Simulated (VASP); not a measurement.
Input of a VASP 6.6.1 run:

File POSCAR:

```
PbSe
1.0
   -0.2046463759      3.0326224213      3.0326224213
    3.0326224213     -0.2046463759      3.0326224213
    3.0326224213      3.0326224213     -0.2046463759
Pb Se
1 1
Direct
    0.0000000000      0.0000000000      0.0000000000
    0.5000000000      0.5000000000      0.5000000000
```

File INCAR.step1:

```
PREC = Accurate ; ENCUT = 520
ISMEAR = -1 ; SIGMA = 0.02
LREAL = F ; LASPH = T
NELM = 100 ; NBANDS = 17
GGA = PE ; ALGO = Normal
EDIFF = 1E-4 ; LWAVE = T
LCHARG = F
```

Contents of INCAR.step2:

```
PREC = Accurate ; ENCUT = 520
EDIFF = 1E-6 ; ISMEAR = -1
SIGMA = 0.02 ; LREAL = F
LASPH = T ; NELM = 100
ALGO = Normal ; ISIF = 2
LWAVE = F ; LCHARG = T
METAGGA = R2SCAN ; LMIXTAU = T
LELF = T ; LVHAR = T
NBANDS = 17 ; ISTART = 1
```

Contents of KPOINTS:

```
Automatic mesh
0
Gamma
  8 8 8
```

Potentials or basis: VASP PAW PBE potentials, release 64 (Pb_d, Se).

Run with:

```sh
$ cat potpaw_PBE.64/Pb_d/POTCAR potpaw_PBE.64/Se/POTCAR > POTCAR
$ cp INCAR.step1 INCAR
$ mpirun -np 1 vasp_std > vasp.out
$ cp INCAR.step2 INCAR
$ mpirun -np 1 vasp_std > vasp.out
```

Q: What does it give for the pressure?

A: -2.1 GPa.

Q: Estimate the band gap on the k mesh.

A: 0.23 eV, indirect (least direct gap 0.70 eV).

Stress tensor (GPa, compression positive):
```
-2.09  1.06  1.06
 1.06 -2.09  1.06
 1.06  1.06 -2.09
```

Caveat: the cell differs from its parent crystal (epitaxial 111 strain +4.8%); the PAW data sets were made with another functional, which shifts forces and pressure a little; spin-orbit coupling is left out, which moves the levels of the heavy elements. A k mesh can miss the band edges.
